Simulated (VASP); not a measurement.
# Mo (Fm-3m) in VASP: settings compared

Aim: see how the results for Mo move with the level of theory and the settings. Levels: PBE, r2SCAN. Tasks: single point.

Everything below comes from runs of VASP 6.6.1. Logs are shortened: lines on timing, memory, paths and dates and some standing lists are left out, and cuts for length are marked.

### 1 The cell of the first run

The structure is cubic, space group Fm-3m (No. 225). Conventional cell: a = 4.030 Å, b = 4.030 Å, c = 4.030 Å, α = 90.00°, β = 90.00°, γ = 90.00°. Mo (site symmetry m-3m) has 12 Mo at 2.85 Å within 3.8 Å.

### 2 Single point, PBE

File INCAR:

```
PREC = Accurate ; ENCUT = 520
EDIFF = 1E-7 ; ISMEAR = 0
SIGMA = 0.05 ; LREAL = F
LASPH = T ; NELM = 80
ALGO = Fast ; ISIF = 2
LWAVE = F ; LCHARG = T
GGA = PE ; LELF = T
LVHAR = T ; NBANDS = 13
```

File KPOINTS:

```
regular mesh
0
Gamma
  14 14 14
```

File POSCAR:

```
Mo
1.0
    0.0000000000      2.0150000000      2.0150000000
    2.0150000000      0.0000000000      2.0150000000
    2.0150000000      2.0150000000      0.0000000000
Mo
1
Direct
    0.0000000000      0.0000000000      0.0000000000
```

Potentials or basis: VASP PAW PBE potentials, release 64 (Mo_sv).

Run with:

```console
cat potpaw_PBE.64/Mo_sv/POTCAR > POTCAR
mpirun -np 1 vasp_std > vasp.out
```

OUTCAR:

```text
PREC = Accurate
   ENCUT = 520
   EDIFF = 1E-7
   ISMEAR = 0
   LREAL = F
   LASPH = T
   NELM = 80
   ISIF = 2
   GGA = PE

 ion  position               nearest neighbor table
   1  0.000  0.000  0.000-

  LATTYP: Found a face centered cubic cell.
 ALAT       =     4.0300000000

  Lattice vectors:

 A1 = (   0.0000000000,   2.0150000000,   2.0150000000)
 A2 = (   2.0150000000,   0.0000000000,   2.0150000000)
 A3 = (   2.0150000000,   2.0150000000,   0.0000000000)

Analysis of symmetry for initial positions (statically):
[... 5 lines left out ...]
 face centered cubic supercell.

 Subroutine GETGRP returns: Found 48 space group operations
 (whereof 48 operations were pure point group operations)
 out of a pool of 48 trial point group operations.

The static configuration has the point symmetry O_h .

Analysis of symmetry for dynamics (positions and initial velocities):
[... 5 lines left out ...]
 face centered cubic supercell.

 Subroutine GETGRP returns: Found 48 space group operations
 (whereof 48 operations were pure point group operations)
 out of a pool of 48 trial point group operations.

The dynamic configuration has the point symmetry O_h .

 Subroutine INISYM returns: Found 48 space group operations
 (whereof 48 operations are pure point group operations),
 and found     1 'primitive' translations

----------------------------------------------------------------------------------------

                                     Primitive cell

  volume of cell :      16.3627

  direct lattice vectors                    reciprocal lattice vectors
     0.000000000  2.015000000  2.015000000    -0.248138958  0.248138958  0.248138958
     2.015000000  0.000000000  2.015000000     0.248138958 -0.248138958  0.248138958
     2.015000000  2.015000000  0.000000000     0.248138958  0.248138958 -0.248138958

  length of vectors
     2.849640328  2.849640328  2.849640328     0.429789282  0.429789282  0.429789282

  position of ions in fractional coordinates (direct lattice)
     0.000000000  0.000000000  0.000000000

  ion indices of the primitive-cell ions
   primitive index   ion index
                 1           1

----------------------------------------------------------------------------------------

 KPOINTS: regular mesh

Automatic generation of k-mesh.
 Grid dimensions read from file:
 generate k-points for:   14   14   14

 Generating k-lattice:

  Cartesian coordinates                     Fractional coordinates (reciprocal lattice)
    -0.017724211  0.017724211  0.017724211     0.071428571  0.000000000  0.000000000
     0.017724211 -0.017724211  0.017724211     0.000000000  0.071428571  0.000000000
     0.017724211  0.017724211 -0.017724211     0.000000000  0.000000000  0.071428571

  Length of vectors
     0.030699234  0.030699234  0.030699234

  Shift w.r.t. Gamma in fractional coordinates (k-lattice)
     0.000000000  0.000000000  0.000000000

 Subroutine IBZKPT returns following result:
 ===========================================

 Found    104 irreducible k-points:

 Following reciprocal coordinates:
            Coordinates               Weight
  0.000000  0.000000  0.000000      1.000000
  0.071429  0.000000  0.000000      8.000000
  0.142857  0.000000  0.000000      8.000000
  0.214286  0.000000  0.000000      8.000000
  0.285714  0.000000  0.000000      8.000000
  0.357143  0.000000  0.000000      8.000000
[... 16 lines left out ...]
  0.214286  0.142857  0.000000     24.000000
  0.285714  0.142857  0.000000     24.000000
 [... further k-points ...]
   k-points           NKPTS =    104   k-points in BZ     NKDIM =    104   number of bands    NBANDS=     13
   number of dos      NEDOS =    301   number of ions     NIONS =      1
   total plane-waves  NPLWV =  13824
   dimension x,y,z NGX =    24 NGY =   24 NGZ =   24
   dimension x,y,z NGXF=    48 NGYF=   48 NGZF=   48
   ions per type =               1
   NGX,Y,Z   is equivalent  to a cutoff of  14.00, 14.00, 14.00 a.u.
   NGXF,Y,Z  is equivalent  to a cutoff of  28.00, 28.00, 28.00 a.u.
 SYSTEM =  unknown system
   PREC   = accura    normal or accurate (medium, high low for compatibility)
   ISTART =      0    job   : 0-new  1-cont  2-samecut
   ICHARG =      2    charge: 1-file 2-atom 10-const
   ISPIN  =      1    spin polarized calculation?
   LNONCOLLINEAR =      F non collinear calculations
   LSORBIT =      F    spin-orbit coupling
   LASPH  =      T    aspherical Exc in radial PAW
   ENCUT  =  520.0 eV  38.22 Ry    6.18 a.u.   5.30  5.30  5.30*2*pi/ulx,y,z
   NELM   =     80;   NELMIN=  2; NELMDL= -5     # of ELM steps
   EDIFF  = 0.1E-06   stopping-criterion for ELM
   LREAL  =      F    real-space projection
   EDIFFG = 0.1E-05   stopping-criterion for IOM
   NSW    =      0    number of steps for IOM
   IBRION =     -1    ionic relax: 0-MD 1-quasi-New 2-CG
   NFREE  =      0    steps in history (QN), initial steepest desc. (CG)
   ISIF   =      2    stress and relaxation
   ISYM   =      2    0-nonsym 1-usesym 2-fastsym
   POTIM  = 0.5000    time-step for ionic-motion
   TEBEG  =    0.0;   TEEND  =   0.0 temperature during run
   PSTRESS=    0.0 pullay stress
   NELECT =      14.0000    total number of electrons
   NUPDOWN=      -1.0000    fix difference up-down
   EMIN   =  10.00;   EMAX   =-10.00  energy-range for DOS
   EFERMI =   0.00;   METHOD = LEGACY
   ISMEAR =     0;   SIGMA  =   0.05  broadening in eV -4-tet -1-fermi 0-gaus
   EFERMI_NEDOS =   21; number of points for ismear=-14 and -15
   IALGO  =     68    algorithm
   IMIX   =      4    mixing-type and parameters
     AMIX     =   0.40;   BMIX     =  1.00
     AMIX_MAG =   1.60;   BMIX_MAG =  1.00
  volume/ion in A,a.u.               =      16.36       110.42
  Fermi-wavevector in a.u.,A,eV,Ry     =   1.554172  2.936960 32.864208  2.415451
  Thomas-Fermi vector in A             =   2.658297
   LORBIT       =      0    0 simple, 1 ext, 2 COOP (PROOUT), +10 PAW based schemes
   GGA     = PE    functional components
   LHFCALC =     F    Hartree Fock is set to
   AEXX    =    0.0000 exact exchange contribution
   IVDW    =     0    specifies the selected vdW correction
   LEPSILON=     F    determine dielectric tensor
   LRPA    =     F    only Hartree local field effects (RPA)
 non-spin polarized calculation
 RMM-DIIS sequential band-by-band and
 Gauss-broadening in eV      SIGMA  =   0.05
  energy-cutoff  :      520.00
  volume of cell :       16.36
 maximum number of plane-waves:       459
 NGX is ok and might be reduce to    24
   NGX = 11   NGY = 11   NGZ = 11

 number of electron      14.0000001 magnetization

 Free energy of the ion-electron system (eV)
  ---------------------------------------------------
  ext. energy  EPLUGINS =         0.00000000
  ---------------------------------------------------
  free energy    TOTEN  =       -10.50939847 eV

  energy without entropy =      -10.50768461  energy(sigma->0) =      -10.50854154

 E-fermi :  11.4639     XC(G=0): -13.1156

 val. band max:       11.4569446389   @ k =   0.4286   0.1429   0.0000
 cond. band min:      11.4815133729   @ k =   0.5000   0.1429   0.0714
 fundamental gap:      0.0245687339
 Fermi energy:        11.4639294628

 k-point     1 :       0.0000    0.0000    0.0000
  band No.  band energies     occupation
      1     -49.2535      2.00000
      2     -22.6399      2.00000
      3     -22.6399      2.00000
      4     -22.6399      2.00000
      5       4.7965      2.00000
      6      10.7857      2.00000
      7      10.7857      2.00000
      8      10.7857      2.00000
      9      13.3809      0.00000
     10      13.3809      0.00000
     11      24.5526      0.00000
     12      29.7060      0.00000
     13      29.7060      0.00000

 k-point     2 :       0.0714    0.0000    0.0000
  band No.  band energies     occupation
      1     -49.2434      2.00000
      2     -22.7037      2.00000
      3     -22.6479      2.00000
      4     -22.6479      2.00000
      5       4.9993      2.00000
      6      10.6501      2.00000
      7      10.8765      2.00000
      8      10.8765      2.00000
      9      13.3096      0.00000
     10      13.3096      0.00000
     11      24.9382      0.00000
     12      28.8480      0.00000
     13      30.0681      0.00000

 k-point     3 :       0.1429    0.0000    0.0000
  band No.  band energies     occupation
      1     -49.2152      2.00000
      2     -22.8803      2.00000
      3     -22.6704      2.00000
      4     -22.6704      2.00000
      5       5.5605      2.00000
      6      10.3428      2.00000
      7      11.0855      2.00000
      8      11.0855      2.00000
      9      13.1898      0.00000
     10      13.1898      0.00000
     11      25.8847      0.00000
     12      27.3910      0.00000
     13      31.1022      0.00000

 k-point     4 :       0.2143    0.0000    0.0000
  band No.  band energies     occupation
      1     -49.1743      2.00000
      2     -23.1299      2.00000
      3     -22.7026      2.00000
      4     -22.7026      2.00000
      5       6.3068      2.00000
      6      10.1310      2.00000
      7      11.2066      2.00000
      8      11.2066      2.00000
      9      13.2877      0.00000
     10      13.2877      0.00000
     11      25.5933      0.00000
     12      27.4083      0.00000
     13      32.6755      0.00000

 k-point     5 :       0.2857    0.0000    0.0000
  band No.  band energies     occupation
      1     -49.1283      2.00000
      2     -23.4001      2.00000
      3     -22.7381      2.00000
      4     -22.7381      2.00000
      5       6.8818      2.00000
      6      10.4079      2.00000
      7      11.0866      2.00000
      8      11.0866      2.00000
      9      13.7854      0.00000
     10      13.7854      0.00000
     11      24.4122      0.00000
     12      27.5367      0.00000
     13      34.5611      0.00000
[... 257 lines left out ...]
 k-point    22 :       0.1429    0.1429    0.0000
  band No.  band energies     occupation
      1     -49.2026      2.00000
      2     -22.8726      2.00000
      3     -22.7236      2.00000
      4     -22.7236      2.00000
      5       5.8151      2.00000
      6       9.9130      2.00000
      7      11.4192      1.79375
      8      11.4192      1.79375
      9      12.3883      0.00000
     10      13.7013      0.00000
     11      26.4950      0.00000
     12      28.4333      0.00000
     13      30.2547      0.00000

 k-point    23 :       0.2143    0.1429    0.0000
  band No.  band energies     occupation
      1     -49.1720      2.00000
      2     -23.0344      2.00000
      3     -22.7648      2.00000
      4     -22.7549      2.00000
      5       6.4018      2.00000
      6       9.5585      2.00000
      7      11.4891      0.47574
      8      11.7129      0.00000
      9      12.3342      0.00000
     10      13.8802      0.00000
     11      27.4155      0.00000
     12      27.7096      0.00000
     13      30.5885      0.00000

 k-point    24 :       0.2857    0.1429    0.0000
  band No.  band energies     occupation
      1     -49.1320      2.00000
      2     -23.2556      2.00000
      3     -22.8051      2.00000
      4     -22.7927      2.00000
      5       7.0892      2.00000
      6       9.3737      2.00000
      7      11.0320      2.00000
      8      11.8159      0.00000
      9      13.1095      0.00000
     10      14.2557      0.00000
     11      26.2492      0.00000
     12      28.4581      0.00000
     13      30.9562      0.00000

 [... further k-points ...]
[... 5 lines left out ...]
  --------------------------------------------------------------------------------------
  -------------------------------------------------------------------------------------
  Total       -0.4574810     -0.4574810     -0.4574810     -0.0000000     -0.0000000     -0.0000000
  in kB      -44.7948938    -44.7948938    -44.7948938     -0.0000000     -0.0000000     -0.0000000
  external PRESSURE =     -44.7948938 kB  Pullay stress =       0.0000000 kB

 VOLUME and BASIS-vectors are now :
 -----------------------------------------------------------------------------
  energy-cutoff  :      520.00
  volume of cell :       16.36
      direct lattice vectors                 reciprocal lattice vectors
     0.000000000  2.015000000  2.015000000    -0.248138958  0.248138958  0.248138958
     2.015000000  0.000000000  2.015000000     0.248138958 -0.248138958  0.248138958
     2.015000000  2.015000000  0.000000000     0.248138958  0.248138958 -0.248138958

 POSITION                                       TOTAL-FORCE (eV/Angst)
 -----------------------------------------------------------------------------------
      0.00000      0.00000      0.00000         0.000000      0.000000      0.000000
 -----------------------------------------------------------------------------------
    total drift:                                0.000000      0.000000     -0.000000

  FREE ENERGIE OF THE ION-ELECTRON SYSTEM (eV)
  ---------------------------------------------------
  free  energy   TOTEN  =       -10.5093984672 eV

  energy  without entropy=      -10.5076846073  energy(sigma->0) =      -10.50854154
```

Wall time 19 s (1 thread of Intel Xeon Platinum 8375C at 2.90GHz (Ice Lake), shared host); peak memory 0.15 GiB.

Results:

| Property | Result |
| --- | --- |
| Free energy | -10.5094 eV |
| Pressure | -4.5 GPa |
| Band gap on the k mesh | zero (band 7 reaches 15.34 eV, above the bottom of band 8 at 10.79 eV) |

### 3 Single point, PBE

This run uses another cell than the first one, of 17.34 Å³/atom, 1.060 times its volume.

File INCAR:

```
SYSTEM = Mo
PREC     = Accurate       ! precision mode
ENCUT    = 520            ! plane-wave cutoff, eV
EDIFF    = 1E-6           ! SCF threshold, eV
ISMEAR   = 0              ! smearing method
SIGMA    = 0.05           ! smearing width, eV
LREAL    = .False.        ! projectors in reciprocal space
LASPH    = .True.         ! aspherical terms in the spheres
NELM     = 60             ! most SCF steps
ALGO     = Normal         ! electronic algorithm
ISIF     = 2              ! what is computed and relaxed
LWAVE    = .False.        ! write WAVECAR
LCHARG   = .False.        ! write CHGCAR
GGA      = PE             ! functional
NBANDS   = 13             ! bands
```

File KPOINTS:

```
Automatic mesh
0
Gamma
  14 14 14
  0 0 0
```

File POSCAR:

```
Mo
1.0
    0.0000000000      2.0545198372      2.0545198372
    2.0545198372      0.0000000000      2.0545198372
    2.0545198372      2.0545198372      0.0000000000
Mo
1
Direct
    0.0000000000      0.0000000000      0.0000000000
```

Potentials or basis: VASP PAW PBE potentials, release 64 (Mo_sv).

Run with:

```console
cat potpaw_PBE.64/Mo_sv/POTCAR > POTCAR
mpirun -np 1 vasp_std > vasp.out
```

It took 14 s on 1 thread of Intel Xeon Platinum 8375C at 2.90GHz (Ice Lake), shared host; peak memory 0.15 GiB.

The run converged. Its results:

- Free energy: -10.4460 eV
- Pressure: -15.8 GPa
- Band gap on the k mesh: zero (band 7 reaches 14.16 eV, above the bottom of band 8 at 10.00 eV)

Levels at points of the mesh, in eV from the Fermi level:
| k point | band 4 | band 5 | band 6 | band 7 | band 8 | band 9 | band 10 | band 11 |
| --- | --- | --- | --- | --- | --- | --- | --- | --- |
| (0.00, 0.00, 0.00) | -34.24 | -6.47 | -0.60 | -0.60 | -0.60 | 1.79 | 1.79 | 13.05 |
| (0.50, 0.00, 0.00) | -34.37 | -4.22 | -0.75 | -0.75 | 1.33 | 3.61 | 3.61 | 9.99 |
| (0.50, 0.50, 0.00) | -34.60 | -4.43 | -3.80 | 3.57 | 3.61 | 4.12 | 4.12 | 11.86 |

[end of part 1 of 2]
